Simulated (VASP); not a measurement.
**SbSe3: single point with PBE**

SbSe3:

```
Sb Se
1.0
    -1.96044    1.96044    6.77901
     1.96044   -1.96044    6.77901
     1.96044    1.96044   -6.77901
Sb Se
1 3
Direct
  0.00000 0.00000 0.00000
  0.50000 0.50000 0.00000
  0.25000 0.75000 0.50000
  0.75000 0.25000 0.50000
```

- Program: VASP 6.6.1
- Task: single point
- Functional: PBE
- Potentials or basis: VASP PAW PBE potentials, release 64 (Sb, Se)
- Cutoff: 520 eV
- k mesh: 6 × 6 × 6
- Occupations: gaussian, width 0.1 eV
- Spin: no spin polarisation
- Dipole correction: no
- Further INCAR settings: ALGO = Normal; EDIFF = 1e-06; NBANDS = 20

```json
{"Pressure": "0.1 GPa", "Band gap on the k mesh": "zero (an odd number of electrons rules out a gap without spin polarisation)"}
```

Stress tensor (GPa, compression positive):
```
0.03 0.00 0.00
0.00 0.03 0.00
0.00 0.00 0.24
```

Levels at points of the mesh, in eV from the Fermi level:
```tsv
k point	band 9	band 10	band 11	band 12	band 13	band 14
(0.00, 0.00, 0.00)	-3.80	-1.27	0.41	1.58	2.98	2.98
(0.50, 0.00, 0.00)	-1.46	-1.33	-1.26	-0.73	-0.37	-0.09
(0.50, 0.50, 0.00)	-1.70	-1.60	-1.17	-0.17	4.53	4.53
(0.50, 0.50, 0.50)	-3.53	-3.45	0.55	1.58	3.00	3.00
```

It took 64 s on 1 thread of Intel(R) Xeon(R) 6975P-C (Granite Rapids), with other jobs on the host, peak memory 0.38 GiB.

Caveat: spin-orbit coupling is left out, which moves the levels of the heavy elements.
